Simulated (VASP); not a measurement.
The system is Sb.

```
Sb
1.0
     2.15420    1.24373    3.75800
    -2.15420    1.24373    3.75800
     0.00000   -2.48746    3.75800
Sb
2
Direct
  0.76651 0.76651 0.76651
  0.23349 0.23349 0.23349
```

```yaml
Program: VASP 6.6.1
Task: relaxation of cell and atoms
Functional: PBEsol
Dispersion: D4
Potentials_or_basis: VASP PAW PBE potentials, release 64 (Sb)
Cutoff: 600 eV
k_mesh: 8 × 8 × 8
Occupations: fermi-dirac, width 0.05 eV
Spin: no spin polarisation
```

At the start: pressure -1.3 GPa; volume 30.21 Å³/atom.

Where does the relaxation end?

Over 10 steps the energy falls by 10.4 meV/atom and the volume is 28.92 Å³/atom (-4.3 %); space group R-3m (No. 166, to 0.1 Å) before and after.

Step by step:
```csv
step,energy change (eV),largest force (eV/Å),pressure (GPa),volume (Å³)
1,0.0000,0.1551,-1.27,60.41
2,-0.0092,0.2759,0.57,58.35
3,-0.0093,0.2661,0.41,58.51
4,-0.0170,0.1429,0.30,58.12
5,-0.0205,0.0153,0.26,57.52
6,-0.0206,0.0014,0.26,57.58
7,-0.0206,0.0271,-0.29,58.10
8,-0.0208,0.0150,-0.03,57.85
9,-0.0209,0.0051,-0.01,57.84
10,-0.0209,0.0025,0.01,57.84
```

Final structure:
```yaml
crystal:
  lattice:
    - [2.14759, 1.23991, 3.62022]
    - [-2.14759, 1.23991, 3.62022]
    - [0.00000, -2.47982, 3.62022]
  atoms:
    - { symbol: Sb, position: [0.76263, 0.76263, 0.76263] }
    - { symbol: Sb, position: [0.23737, 0.23737, 0.23737] }
```

Caveat: the PAW data sets were made with another functional, which shifts forces and pressure a little.
